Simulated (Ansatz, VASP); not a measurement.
## One calculation of Si, two programs

The input POSCAR:

```
Si
1.0
    0.0203660250      2.7154700000      2.7154700000
    2.7358360250      0.0000000000      2.7358360250
    2.7154700000      2.7154700000      0.0203660250
Si
2
Direct
    0.5000000000      0.5000000000      0.5000000000
    0.7500000000      0.7500000000      0.7500000000
```

Contents of INCAR.step1:

```
SYSTEM = Si
PREC = Accurate
ENCUT = 520
ISMEAR = 0
SIGMA = 0.05
LREAL = .FALSE.
LASPH = .TRUE.
NELM = 80
NBANDS = 11
GGA = PE
ALGO = Normal
EDIFF = 1E-4
LWAVE = .TRUE.
LCHARG = .FALSE.
```

INCAR.step2

```
SYSTEM = Si
PREC = Accurate
ENCUT = 520
EDIFF = 1E-6
ISMEAR = 0
SIGMA = 0.05
LREAL = .FALSE.
LASPH = .TRUE.
NELM = 80
ALGO = Normal
ISIF = 2
LWAVE = .FALSE.
LCHARG = .TRUE.
METAGGA = R2SCAN
LMIXTAU = .TRUE.
LELF = .TRUE.
LVHAR = .TRUE.
NBANDS = 11
ISTART = 1
```

The input KPOINTS:

```
Automatic mesh
0
G
  10 10 10
  0 0 0
```

Input for Ansatz:

```yaml
crystal:
  lattice:
    - [0.020366025, 2.71547, 2.71547]
    - [2.735836025, 0.0, 2.735836025]
    - [2.71547, 2.71547, 0.020366025]
  atoms:
    - { symbol: Si, position: [0.5, 0.5, 0.5] }
    - { symbol: Si, position: [0.75, 0.75, 0.75] }
basis:
  ecutwfc: 500
kpoints:
  mp_grid: { grid: [10, 10, 10] }
hamiltonian:
  xc: r2scan
scf:
  occupations: { method: gaussian, width: 0.05 }
output:
  forces: true
  stress: true
  eigenvalues: true
  write_density: true
  write_potential: true
  elf: true
  volumetric_format: npy
```

Change from the starting cell: strain +0.0150 x Voigt [0, 0, 0, 0, 1, 0], atoms carried along.

Alike in both runs: task single point; functional r2SCAN; k mesh 10 × 10 × 10; occupations gaussian, width 0.05 eV; no spin polarisation.

```csv
,VASP,Ansatz
version,VASP 6.6.1,Ansatz 0.2.0
potentials or method,"VASP PAW PBE potentials, release 64 (Si), cutoff 520 eV","scalar-relativistic, plane waves, PAW"
valence electrons in the cell,8,8
```

|  | VASP | Ansatz | Ansatz less VASP |
| --- | --- | --- | --- |
| gap on the k mesh at the Fermi level (eV) | 0.75 | 0.74 | -0.014 |
| least direct gap on the mesh (eV) | 2.62 | 2.61 | -0.016 |
| pressure (GPa) | 0.5 | 0.8 | +0.24 |
| traceless stress, the component that is largest in VASP (GPa) | -1.65 | -1.64 | +0.007 |
| rms of the force components (eV/Å) | 0.084 | 0.085 | +0.0010 |

VASP's potentials were made for PBE, not for r2SCAN. Atom by atom the forces differ by 0.001 eV/Å (rms over components). The functional is the same, so the differences come from potentials, cutoffs and numerics.
